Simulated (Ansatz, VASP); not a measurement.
# Ru in VASP and in Ansatz

The input INCAR:

```
SYSTEM = Ru
ALGO = Normal
EDIFF = 1E-7
ENCUT = 520
GGA = RE
ISIF = 2
ISMEAR = -1
ISPIN = 2
LASPH = .True.
LCHARG = .True.
LELF = .True.
LMAXMIX = 4
LORBIT = 11
LREAL = .False.
LVHAR = .True.
LWAVE = .False.
MAGMOM = 1 1
NBANDS = 25
NELM = 150
PREC = Accurate
SIGMA = 0.05
```

Contents of KPOINTS:

```
k-points
0
Gamma
  22 22 12
  0 0 0
```

POSCAR

```
Ru
1.0
    2.7332157270      0.0000000000      0.0000000000
   -1.3666078635      2.3670342536      0.0000000000
    0.0000000000      0.0000000000      4.2999140076
Ru
2
Direct
    0.3333333333      0.6666666667      0.2500000000
    0.6666666667      0.3333333333      0.7500000000
```

Input for Ansatz:

```yaml
crystal:
  lattice:
    - [2.733215727, 0.0, 0.0]
    - [-1.3666078635, 2.3670342536, 0.0]
    - [0.0, 0.0, 4.2999140076]
  atoms:
    - { symbol: Ru, position: [0.3333333333, 0.6666666667, 0.25], spin: 1.0 }
    - { symbol: Ru, position: [0.6666666667, 0.3333333333, 0.75], spin: 1.0 }
hamiltonian:
  xc: revpbe
  pseudopotentials:
    kind: paw
    azcp:
      Ru: "pseudopotentials/Ru.paw.azcp"
basis:
  ecutwfc: 420
  fft_grid_basis: typed
kpoints:
  mp_grid: { grid: [22, 22, 12], shift: [0, 0, 0] }
magnetization:
  spin_polarized: true
scf:
  occupations: { method: fermi_dirac, width: 0.05 }
output:
  stress: true
```

Alike in both runs: task single point; functional revPBE; k mesh 22 × 22 × 12; occupations fermi-dirac, width 0.05 eV; collinear spin.

|  | VASP | Ansatz |
| --- | --- | --- |
| version | VASP 6.6.1 | Ansatz 0.2.0 |
| potentials or method | VASP PAW PBE potentials, release 64 (Ru_pv), cutoff 520 eV | plane waves (420 eV) with PAW, scalar-relativistic |
| valence electrons in the cell | 28 | 32 |

VASP gave:

- pressure (GPa): -0.1
- traceless stress, the component that is largest in VASP (GPa): 0.73
- net moment per atom (μB): 0.00

Q: Which values does Ansatz return?

A: Pressure (GPa): 0.0; traceless stress, the component that is largest in VASP (GPa): 0.72; net moment per atom (μB): 0.00.

VASP's potentials were made for PBE, not for revPBE. VASP's potentials hold 28 valence electrons a cell and Ansatz's 32, so a difference there can come from the potentials and not from the codes. Ansatz's warnings: seeded moment not kept.
